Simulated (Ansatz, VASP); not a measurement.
MoS2 in VASP and in Ansatz

The input INCAR:

```
SYSTEM = MoS2
PREC     = Accurate       ! precision mode
ENCUT    = 520            ! plane-wave cutoff, eV
EDIFF    = 1E-7           ! SCF threshold, eV
ISMEAR   = 0              ! smearing method
SIGMA    = 0.05           ! smearing width, eV
LREAL    = .False.        ! projectors in reciprocal space
LASPH    = .True.         ! aspherical terms in the spheres
NELM     = 100            ! most SCF steps
ALGO     = Normal         ! electronic algorithm
ISIF     = 2              ! what is computed and relaxed
LWAVE    = .False.        ! write WAVECAR
LCHARG   = .True.         ! write CHGCAR
GGA      = PS             ! functional
LELF     = .True.         ! ELF
LVHAR    = .True.       
NBANDS   = 49             ! bands
```

File KPOINTS:

```
regular mesh
0
Gamma
  12 12 1
  0 0 0
```

Contents of POSCAR:

```
MoS2
1.0
    3.1407285108      0.0000000000      0.0000000000
   -1.5703642554      2.7199506767      0.0000000000
    0.0000000000      0.0000000000     28.0139064959
Mo S
3 6
Direct
    0.6666666667      0.3333333333      0.0000000000
    0.3333333333      0.6666666667      0.7755311770
    0.3333333333      0.6666666667      0.2244688230
    0.3333333333      0.6666666667      0.0547684867
    0.6666666667      0.3333333333      0.8303044720
    0.6666666667      0.3333333333      0.2791918320
    0.3333333333      0.6666666667      0.9434466855
    0.6666666667      0.3333333333      0.7190233402
    0.6666666667      0.3333333333      0.1679107002
```

Input for Ansatz:

```yaml
crystal:
  lattice:
    - [3.1407285108, 0.0, 0.0]
    - [-1.5703642554, 2.7199506767, 0.0]
    - [0.0, 0.0, 28.0139064959]
  atoms:
    - { symbol: Mo, position: [0.6666666667, 0.3333333333, 0.0] }
    - { symbol: Mo, position: [0.3333333333, 0.6666666667, 0.775531177] }
    - { symbol: Mo, position: [0.3333333333, 0.6666666667, 0.224468823] }
    - { symbol: S, position: [0.3333333333, 0.6666666667, 0.0547684867] }
    - { symbol: S, position: [0.6666666667, 0.3333333333, 0.830304472] }
    - { symbol: S, position: [0.6666666667, 0.3333333333, 0.279191832] }
    - { symbol: S, position: [0.3333333333, 0.6666666667, 0.9434466855] }
    - { symbol: S, position: [0.6666666667, 0.3333333333, 0.7190233402] }
    - { symbol: S, position: [0.6666666667, 0.3333333333, 0.1679107002] }
basis:
  ecutwfc: 420
kpoints:
  mp_grid: { grid: [12, 12, 1] }
hamiltonian:
  xc: pbesol
scf:
  occupations: { method: gaussian, width: 0.05 }
output:
  forces: true
  stress: true
  eigenvalues: true
```

Change from the starting cell: all S atoms moved +0.025 Å, as atom 4 towards its neighbour atom 7 (S) at 3.119 Å.

Alike in both runs: task single point; functional PBEsol; k mesh 12 × 12 × 1; occupations gaussian, width 0.05 eV; no spin polarisation.

|  | VASP | Ansatz |
| --- | --- | --- |
| version | VASP 6.6.1 | Ansatz 0.2.0 |
| potentials or method | VASP PAW PBE potentials, release 64 (Mo_sv, S), cutoff 520 eV | scalar-relativistic, plane waves, PAW |
| valence electrons in the cell | 78 | 78 |

|  | VASP | Ansatz | Ansatz less VASP |
| --- | --- | --- | --- |
| gap on the k mesh at the Fermi level (eV) | 1.19 | 1.17 | -0.014 |
| least direct gap on the mesh (eV) | 1.71 | 1.71 | -0.008 |
| rms of the force components (eV/Å) | 0.319 | 0.319 | -0.0001 |

VASP's potentials were made for PBE, not for PBEsol. Atom by atom the forces differ by 0.001 eV/Å (rms over components). With one functional, cell and mesh, what is left measures potentials, basis and numerics.
